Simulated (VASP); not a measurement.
# BaF2 (Fm-3m) in VASP: single point with r2SCAN

Aim: the single point of BaF2 with r2SCAN.

Program: VASP 6.6.1. These are calculated values, not measurements. Logs are shortened: lines on timing, memory, paths and dates and some standing lists are left out, and cuts for length are marked.

**1. The cell of the first run**

It takes space group Fm-3m (No. 225, cubic). Conventional cell: a = 6.200 Å, b = 6.200 Å, c = 6.200 Å, α = 90.00°, β = 90.00°, γ = 90.00°. Ba (site symmetry m-3m) has 8 F at 2.68 Å within 3.5 Å. Within 3.5 Å of F (site symmetry -43m) lie 4 Ba at 2.68 Å and 6 F at 3.10 Å.

**2. Single point, r2SCAN**

Input file POSCAR:

```
BaF2
1.0
    0.0000000000      3.1000500000      3.1000500000
    3.1000500000      0.0000000000      3.1000500000
    3.1000500000      3.1000500000      0.0000000000
Ba F
1 2
Direct
    0.0000000000      0.0000000000      0.0000000000
    0.2500000000      0.2500000000      0.2500000000
    0.7500000000      0.7500000000      0.7500000000
```

Input file INCAR.step1:

```
  PREC = Accurate
  ENCUT = 660
  ISMEAR = 0
  SIGMA = 0.05
  LREAL = False
  LASPH = True
  NELM = 120
  NBANDS = 19
  GGA = PE
  ALGO = Normal
  EDIFF = 1E-5
  LWAVE = True
  LCHARG = False
  GGA_COMPAT = False
```

Input file INCAR.step2:

```
  PREC = Accurate
  ENCUT = 660
  EDIFF = 1E-6
  ISMEAR = 0
  SIGMA = 0.05
  LREAL = False
  LASPH = True
  NELM = 120
  ALGO = Normal
  ISIF = 2
  LWAVE = False
  LCHARG = False
  METAGGA = R2SCAN
  LMIXTAU = True
  NBANDS = 19
  ISTART = 1
  GGA_COMPAT = False
```

Input file KPOINTS:

```
regular mesh
0
Gamma
  6 6 6
```

Potentials or basis: VASP PAW PBE potentials, release 64 (Ba_sv, F).

On the command line:

```
$ cat potpaw_PBE.64/Ba_sv/POTCAR potpaw_PBE.64/F/POTCAR > POTCAR
$ cp INCAR.step1 INCAR
$ mpirun -np 1 vasp_std > vasp.out
$ cp INCAR.step2 INCAR
$ mpirun -np 1 vasp_std > vasp.out
```

OUTCAR:

```text
PREC = Accurate
   ENCUT = 660
   EDIFF = 1E-6
   ISMEAR = 0
   LREAL = False
   LASPH = True
   NELM = 120
   ISIF = 2
   METAGGA = R2SCAN
   ISTART = 1

 ion  position               nearest neighbor table
   1  0.000  0.000  0.000-   3 2.68   3 2.68   2 2.68   3 2.68   2 2.68   2 2.68   3 2.68   2 2.68

   2  0.250  0.250  0.250-   1 2.68   1 2.68   1 2.68   1 2.68
   3  0.750  0.750  0.750-   1 2.68   1 2.68   1 2.68   1 2.68

  LATTYP: Found a face centered cubic cell.
 ALAT       =     6.2001000000

  Lattice vectors:

 A1 = (   0.0000000000,   3.1000500000,   3.1000500000)
 A2 = (   3.1000500000,   0.0000000000,   3.1000500000)
 A3 = (   3.1000500000,   3.1000500000,   0.0000000000)

Analysis of symmetry for initial positions (statically):
=====================================================================
 Subroutine PRICEL returns:
 Original cell was already a primitive cell.

 Routine SETGRP: Setting up the symmetry group for a
 face centered cubic supercell.

 Subroutine GETGRP returns: Found 48 space group operations
 (whereof 48 operations were pure point group operations)
 out of a pool of 48 trial point group operations.

The static configuration has the point symmetry O_h .

Analysis of symmetry for dynamics (positions and initial velocities):
=====================================================================
 Subroutine PRICEL returns:
 Original cell was already a primitive cell.

 Routine SETGRP: Setting up the symmetry group for a
 face centered cubic supercell.

 Subroutine GETGRP returns: Found 48 space group operations
 (whereof 48 operations were pure point group operations)
 out of a pool of 48 trial point group operations.

The dynamic configuration has the point symmetry O_h .

 Subroutine INISYM returns: Found 48 space group operations
 (whereof 48 operations are pure point group operations),
 and found     1 'primitive' translations

----------------------------------------------------------------------------------------

                                     Primitive cell

  volume of cell :      59.5849

  direct lattice vectors                    reciprocal lattice vectors
     0.000000000  3.100050000  3.100050000    -0.161287721  0.161287721  0.161287721
     3.100050000  0.000000000  3.100050000     0.161287721 -0.161287721  0.161287721
     3.100050000  3.100050000  0.000000000     0.161287721  0.161287721 -0.161287721

  length of vectors
     4.384132754  4.384132754  4.384132754     0.279358528  0.279358528  0.279358528

  position of ions in fractional coordinates (direct lattice)
     0.000000000  0.000000000  0.000000000
     0.250000000  0.250000000  0.250000000
     0.750000000  0.750000000  0.750000000

  ion indices of the primitive-cell ions
   primitive index   ion index
                 1           1
                 2           2
                 3           3

----------------------------------------------------------------------------------------

 KPOINTS: regular mesh

Automatic generation of k-mesh.
 Grid dimensions read from file:
 generate k-points for:    6    6    6

 Generating k-lattice:

  Cartesian coordinates                     Fractional coordinates (reciprocal lattice)
    -0.026881287  0.026881287  0.026881287     0.166666667  0.000000000  0.000000000
     0.026881287 -0.026881287  0.026881287     0.000000000  0.166666667  0.000000000
     0.026881287  0.026881287 -0.026881287     0.000000000  0.000000000  0.166666667

  Length of vectors
     0.046559755  0.046559755  0.046559755

  Shift w.r.t. Gamma in fractional coordinates (k-lattice)
     0.000000000  0.000000000  0.000000000

 Subroutine IBZKPT returns following result:
 ===========================================

 Found     16 irreducible k-points:

 Following reciprocal coordinates:
            Coordinates               Weight
  0.000000  0.000000  0.000000      1.000000
  0.166667  0.000000  0.000000      8.000000
  0.333333  0.000000  0.000000      8.000000
  0.500000  0.000000  0.000000      4.000000
  0.166667  0.166667  0.000000      6.000000
  0.333333  0.166667  0.000000     24.000000
[... 8 lines left out ...]
 -0.333333  0.333333  0.166667     24.000000
 -0.333333  0.500000  0.166667     12.000000
   k-points           NKPTS =     16   k-points in BZ     NKDIM =     16   number of bands    NBANDS=     19
   number of dos      NEDOS =    301   number of ions     NIONS =      3
   total plane-waves  NPLWV =  64000
   dimension x,y,z NGX =    40 NGY =   40 NGZ =   40
   dimension x,y,z NGXF=    80 NGYF=   80 NGZF=   80
   ions per type =               1   2
   NGX,Y,Z   is equivalent  to a cutoff of  15.17, 15.17, 15.17 a.u.
   NGXF,Y,Z  is equivalent  to a cutoff of  30.34, 30.34, 30.34 a.u.
 SYSTEM =  unknown system
   PREC   = accura    normal or accurate (medium, high low for compatibility)
   ISTART =      1    job   : 0-new  1-cont  2-samecut
   ICHARG =      0    charge: 1-file 2-atom 10-const
   ISPIN  =      1    spin polarized calculation?
   LNONCOLLINEAR =      F non collinear calculations
   LSORBIT =      F    spin-orbit coupling
   LASPH  =      T    aspherical Exc in radial PAW
   ENCUT  =  660.0 eV  48.51 Ry    6.96 a.u.   9.18  9.18  9.18*2*pi/ulx,y,z
   NELM   =    120;   NELMIN=  2; NELMDL=  0     # of ELM steps
   EDIFF  = 0.1E-05   stopping-criterion for ELM
   LREAL  =      F    real-space projection
   EDIFFG = 0.1E-04   stopping-criterion for IOM
   NSW    =      0    number of steps for IOM
   IBRION =     -1    ionic relax: 0-MD 1-quasi-New 2-CG
   NFREE  =      0    steps in history (QN), initial steepest desc. (CG)
   ISIF   =      2    stress and relaxation
   ISYM   =      2    0-nonsym 1-usesym 2-fastsym
   POTIM  = 0.5000    time-step for ionic-motion
   TEBEG  =    0.0;   TEEND  =   0.0 temperature during run
   PSTRESS=    0.0 pullay stress
   NELECT =      24.0000    total number of electrons
   NUPDOWN=      -1.0000    fix difference up-down
   EMIN   =  10.00;   EMAX   =-10.00  energy-range for DOS
   EFERMI =   0.00;   METHOD = LEGACY
   ISMEAR =     0;   SIGMA  =   0.05  broadening in eV -4-tet -1-fermi 0-gaus
   EFERMI_NEDOS =   21; number of points for ismear=-14 and -15
   IALGO  =     38    algorithm
   IMIX   =      4    mixing-type and parameters
     AMIX     =   0.40;   BMIX     =  1.00
     AMIX_MAG =   1.60;   BMIX_MAG =  1.00
  volume/ion in A,a.u.               =      19.86       134.03
  Fermi-wavevector in a.u.,A,eV,Ry     =   1.209019  2.284715 19.888011  1.461728
  Thomas-Fermi vector in A             =   2.344609
   LORBIT       =      0    0 simple, 1 ext, 2 COOP (PROOUT), +10 PAW based schemes
   METAGGA = R2SCAN    functional components
   LHFCALC =     F    Hartree Fock is set to
   AEXX    =    0.0000 exact exchange contribution
   IVDW    =     0    specifies the selected vdW correction
   LEPSILON=     F    determine dielectric tensor
   LRPA    =     F    only Hartree local field effects (RPA)
 non-spin polarized calculation
 Gauss-broadening in eV      SIGMA  =   0.05
  energy-cutoff  :      660.00
  volume of cell :       59.58
 maximum number of plane-waves:      2305
 NGX is ok and might be reduce to    40
   NGX = 19   NGY = 19   NGZ = 19

 number of electron      24.0000001 magnetization

 Free energy of the ion-electron system (eV)
  ---------------------------------------------------
  ext. energy  EPLUGINS =         0.00000000
  ---------------------------------------------------
  free energy    TOTEN  =       -45.06862708 eV

  energy without entropy =      -45.06862708  energy(sigma->0) =      -45.06862708

 E-fermi :  -2.3431     XC(G=0):  -9.2418

 val. band max:       -2.6079675454   @ k =  -0.1667   0.1667   0.0000
 cond. band min:       4.7390715809   @ k =   0.0000   0.0000   0.0000
 fundamental gap:      7.3470391263
 Fermi energy:        -2.3430848670

 k-point     1 :       0.0000    0.0000    0.0000
  band No.  band energies     occupation
      1     -26.2340      2.00000
      2     -22.6808      2.00000
      3     -22.5469      2.00000
      4     -10.5806      2.00000
      5     -10.5806      2.00000
      6     -10.5806      2.00000
[... 11 lines left out ...]
     18       9.6719      0.00000
     19      13.5867      0.00000

 k-point     2 :       0.1667    0.0000    0.0000
  band No.  band energies     occupation
      1     -26.1731      2.00000
      2     -22.7070      2.00000
      3     -22.6182      2.00000
      4     -10.6297      2.00000
      5     -10.6225      2.00000
      6     -10.6225      2.00000
[... 11 lines left out ...]
     18       9.6990      0.00000
     19      12.5124      0.00000

 k-point     3 :       0.3333    0.0000    0.0000
  band No.  band energies     occupation
      1     -26.0421      2.00000
      2     -22.8228      2.00000
      3     -22.7075      2.00000
      4     -10.7144      2.00000
      5     -10.7032      2.00000
      6     -10.7032      2.00000
[... 11 lines left out ...]
     18       9.7933      0.00000
     19      11.7535      0.00000

 k-point     4 :       0.5000    0.0000    0.0000
  band No.  band energies     occupation
      1     -25.9711      2.00000
      2     -22.9088      2.00000
      3     -22.7297      2.00000
      4     -10.7508      2.00000
      5     -10.7420      2.00000
      6     -10.7420      2.00000
[... 231 lines left out ...]
     18      10.6257      0.00000
     19      12.7119      0.00000

 k-point    15 :      -0.3333    0.3333    0.1667
  band No.  band energies     occupation
      1     -25.9000      2.00000
      2     -22.8955      2.00000
      3     -22.8500      2.00000
      4     -10.9351      2.00000
      5     -10.7123      2.00000
      6     -10.7112      2.00000
[... 11 lines left out ...]
     18      11.4095      0.00000
     19      12.4588      0.00000

 k-point    16 :      -0.3333    0.5000    0.1667
  band No.  band energies     occupation
      1     -25.8752      2.00000
      2     -22.9357      2.00000
      3     -22.8456      2.00000
      4     -10.9912      2.00000
      5     -10.8395      2.00000
      6     -10.5616      2.00000
[... 11 lines left out ...]
     18      12.7396      0.00000
     19      13.0669      0.00000

------------------------ aborting loop because EDIFF is reached ----------------------------------------

  FORCE on cell =-STRESS in cart. coord.  units (eV):
  Direction    XX          YY          ZZ          XY          YZ          ZX
  --------------------------------------------------------------------------------------
  -------------------------------------------------------------------------------------
  Total        0.2678110      0.2678110      0.2678110     -0.0000000      0.0000000      0.0000000
  in kB        7.2011682      7.2011682      7.2011682     -0.0000000      0.0000000      0.0000000
  external PRESSURE =       7.2011682 kB  Pullay stress =       0.0000000 kB

 VOLUME and BASIS-vectors are now :
 -----------------------------------------------------------------------------
  energy-cutoff  :      660.00
  volume of cell :       59.58
      direct lattice vectors                 reciprocal lattice vectors
     0.000000000  3.100050000  3.100050000    -0.161287721  0.161287721  0.161287721
     3.100050000  0.000000000  3.100050000     0.161287721 -0.161287721  0.161287721
     3.100050000  3.100050000  0.000000000     0.161287721  0.161287721 -0.161287721

 POSITION                                       TOTAL-FORCE (eV/Angst)
 -----------------------------------------------------------------------------------
      0.00000      0.00000      0.00000         0.000000     -0.000000     -0.000000
      1.55002      1.55002      1.55002         0.000000      0.000000      0.000000
      4.65008      4.65008      4.65008        -0.000000     -0.000000     -0.000000
 -----------------------------------------------------------------------------------
    total drift:                                0.000000     -0.000000      0.000000

  FREE ENERGIE OF THE ION-ELECTRON SYSTEM (eV)
  ---------------------------------------------------
  free  energy   TOTEN  =       -45.0686270757 eV

  energy  without entropy=      -45.0686270757  energy(sigma->0) =      -45.06862708
```

Run time: 2.8 min. Hardware: 1 thread of Intel Xeon 8259CL, shared host; peak memory 0.27 GiB.

What came out:

| Quantity | Value |
| --- | --- |
| Free energy | -45.0686 eV |
| Pressure | 0.7 GPa |
| Band gap on the k mesh | 7.35 eV (least direct gap 7.42 eV) |

Caveat: the PAW data sets were made with another functional, which shifts forces and pressure a little; spin-orbit coupling is left out, which moves the levels of the heavy elements.
